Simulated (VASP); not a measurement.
Write the native input for VASP 6.6.1 that does the following.

```
Task                   : single point
Functional             : LDA
Potentials or basis    : VASP PAW LDA potentials, release 64 (Ta_pv)
Cutoff                 : 520 eV
k mesh                 : 8 × 8 × 11
Occupations            : fermi-dirac, width 0.1 eV
Spin                   : no spin polarisation
Dipole correction      : no
Further INCAR settings : ALGO = Normal; EDIFF = 1e-06; NBANDS = 24
```

The structure of Ta lies in POSCAR:

```
Ta
1.0
    4.7659966434      0.0000000000      0.0000000000
   -2.3829983217      4.1274741675      0.0000000000
    0.0000000000      0.0000000000      2.6738602232
Ta
3
Direct
    1.0000000000      1.0000000000      0.0000000000
    0.3333333333      0.6666666667      0.5000000000
    0.6666666667      0.3333333333      0.5000000000
```

This isn't the form of Ta at room conditions, which is bcc.

These files were run (other wordings do the same):

INCAR

```
PREC     = Accurate       # precision mode
ENCUT    = 520            # plane-wave cutoff, eV
EDIFF    = 1E-6           # SCF threshold, eV
ISMEAR   = -1             # smearing method
SIGMA    = 0.1            # smearing width, eV
LREAL    = F              # projectors in reciprocal space
LASPH    = T              # aspherical terms in the spheres
NELM     = 100            # most SCF steps
ALGO     = Normal         # electronic algorithm
ISIF     = 2              # what is computed and relaxed
LWAVE    = F              # write WAVECAR
LCHARG   = F              # write CHGCAR
NBANDS   = 24             # bands
```

KPOINTS

```
Automatic mesh
0
Gamma
  8 8 11
```

Potentials or basis: VASP PAW LDA potentials, release 64 (Ta_pv).

Command:

```bash
$ cat potpaw_LDA.64/Ta_pv/POTCAR > POTCAR
$ mpirun -np 1 vasp_std > vasp.out
```

It gave:

| Item | Value |
| --- | --- |
| Pressure | 0.8 GPa |
| Band gap on the k mesh | zero (an odd number of electrons rules out a gap without spin polarisation) |

Caveat: spin-orbit coupling is left out, which moves the levels of the heavy elements.

It took 110 s on 1 thread of AMD EPYC 7R13, on a shared host, peak memory 0.15 GiB.
